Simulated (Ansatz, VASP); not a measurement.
Cd2Mo in VASP and in Ansatz

The input INCAR:

```
SYSTEM = Cd2Mo
PREC = Accurate
ENCUT = 600
EDIFF = 1E-6
ISMEAR = 0
SIGMA = 0.1
LREAL = .False.
LASPH = .True.
NELM = 100
ALGO = Normal
ISIF = 3
LWAVE = .False.
LCHARG = .False.
GGA = PE
IBRION = 2
NSW = 90
EDIFFG = -0.04
```

Contents of KPOINTS:

```
Automatic mesh
0
Gamma
  6 6 4
  0 0 0
```

The input POSCAR:

```
Cd2Mo
1.0
    3.9709611470      0.0000000000      0.0000000000
   -1.9854805735      3.4389532308      0.0000000000
    0.0000000000      0.0000000000      4.2875826338
Cd Mo
2 1
Direct
    0.3333333333      0.6666666667      0.5000000000
    0.6666666667      0.3333333333      0.5000000000
    0.0000000000      0.0000000000      0.0000000000
```

Input for Ansatz:

```yaml
crystal:
  lattice:
    - [3.970961147, 0.0, 0.0]
    - [-1.9854805735, 3.4389532308, 0.0]
    - [0.0, 0.0, 4.2875826338]
  atoms:
    - { symbol: Cd, position: [0.3333333333, 0.6666666667, 0.5] }
    - { symbol: Cd, position: [0.6666666667, 0.3333333333, 0.5] }
    - { symbol: Mo, position: [0.0, 0.0, 0.0] }
basis:
  ecutwfc: 420
kpoints:
  mp_grid: { grid: [6, 6, 4] }
hamiltonian:
  xc: pbe
scf:
  occupations: { method: gaussian, width: 0.1 }
  lower_state_search: "off"
output:
  forces: true
  stress: true
  eigenvalues: true
relax:
  adjacent_minimum: "off"
  f_tol: 0.04
  max_steps: 70
  cell: { stress_tol: 0.4 }
```

Alike in both runs: task relaxation of cell and atoms; functional PBE; k mesh 6 × 6 × 4; occupations gaussian, width 0.1 eV; no spin polarisation.

|  | VASP | Ansatz |
| --- | --- | --- |
| version | VASP 6.6.1 | Ansatz 0.2.0 |
| potentials or method | VASP PAW PBE potentials, release 64 (Cd, Mo_sv), cutoff 600 eV | scalar-relativistic, plane waves, PAW |
| valence electrons in the cell | 38 | 54 |

Ansatz gave:

* gap on the k mesh at the Fermi level, each at its own relaxed structure (eV): none
* relaxed volume (Å³/atom): 18.90
* relaxed length of the cell vector where the two differ most in proportion (Å): 4.740

Task: Estimate VASP's values.

Result: gap on the k mesh at the Fermi level, each at its own relaxed structure (eV): none; relaxed volume (Å³/atom): 18.99; relaxed length of the cell vector where the two differ most in proportion (Å): 4.747.

A gap of «none» marks a metal or a gap that the smearing closes. VASP's potentials hold 38 valence electrons a cell and Ansatz's 54, so a difference there can come from the potentials and not from the codes.

The k mesh is coarse, so the values compare programs but aren't converged.
